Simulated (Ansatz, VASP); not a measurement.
**Two plane-wave programs on Al2O3**

INCAR

```
ALGO = Normal
EDIFF = 1E-7
EDIFFG = -0.01
ENCUT = 520
GGA = PE
GGA_COMPAT = F
IBRION = 2
ISIF = 2
ISMEAR = 0
LASPH = T
LCHARG = F
LREAL = F
LWAVE = F
NELM = 120
NELMIN = 4
NSW = 60
PREC = Accurate
SIGMA = 0.02
```

File KPOINTS:

```
k-points
0
Gamma
  6 6 6
```

The input POSCAR:

```
Al2O3
1.0
    2.3802500000      1.3742379782      4.3318666667
   -2.3802500000      1.3742379782      4.3318666667
    0.0000000000     -2.7484759565      4.3318666667
Al O
4 6
Direct
    0.3521600000      0.3521600000      0.3521600000
    0.1478400000      0.1478400000      0.1478400000
    0.6478400000      0.6478400000      0.6478400000
    0.8521600000      0.8521600000      0.8521600000
    0.5566800000      0.9433200000      0.2500000000
    0.2500000000      0.5566800000      0.9433200000
    0.9433200000      0.2500000000      0.5566800000
    0.4433200000      0.0566800000      0.7500000000
    0.7500000000      0.4433200000      0.0566800000
    0.0566800000      0.7500000000      0.4433200000
```

Input for Ansatz:

```yaml
crystal:
  lattice:
    - [2.38025, 1.3742379782, 4.3318666667]
    - [-2.38025, 1.3742379782, 4.3318666667]
    - [0.0, -2.7484759565, 4.3318666667]
  atoms:
    - { symbol: Al, position: [0.35216, 0.35216, 0.35216] }
    - { symbol: Al, position: [0.14784, 0.14784, 0.14784] }
    - { symbol: Al, position: [0.64784, 0.64784, 0.64784] }
    - { symbol: Al, position: [0.85216, 0.85216, 0.85216] }
    - { symbol: O, position: [0.55668, 0.94332, 0.25] }
    - { symbol: O, position: [0.25, 0.55668, 0.94332] }
    - { symbol: O, position: [0.94332, 0.25, 0.55668] }
    - { symbol: O, position: [0.44332, 0.05668, 0.75] }
    - { symbol: O, position: [0.75, 0.44332, 0.05668] }
    - { symbol: O, position: [0.05668, 0.75, 0.44332] }
basis:
  ecutwfc: 420
kpoints:
  mp_grid: { grid: [6, 6, 6] }
hamiltonian:
  xc: pbe
scf:
  occupations: { method: gaussian, width: 0.02 }
output:
  forces: true
  stress: true
  eigenvalues: true
relax:
  adjacent_minimum: "off"
  f_tol: 0.01
  max_steps: 40
```

Alike in both runs: task relaxation of the atoms; functional PBE; k mesh 6 × 6 × 6; occupations gaussian, width 0.02 eV; no spin polarisation.

|  | VASP | Ansatz |
| --- | --- | --- |
| version | VASP 6.6.1 | Ansatz 0.2.0 |
| potentials or method | VASP PAW PBE potentials, release 64 (Al, O), cutoff 520 eV | scalar-relativistic, plane waves, PAW |
| valence electrons in the cell | 48 | 48 |

|  | VASP | Ansatz | Ansatz less VASP |
| --- | --- | --- | --- |
| gap on the k mesh at the Fermi level, each at its own relaxed structure (eV) | 6.22 | 6.22 | 0.000 |

Ansatz's warnings: stress scf threshold loose.
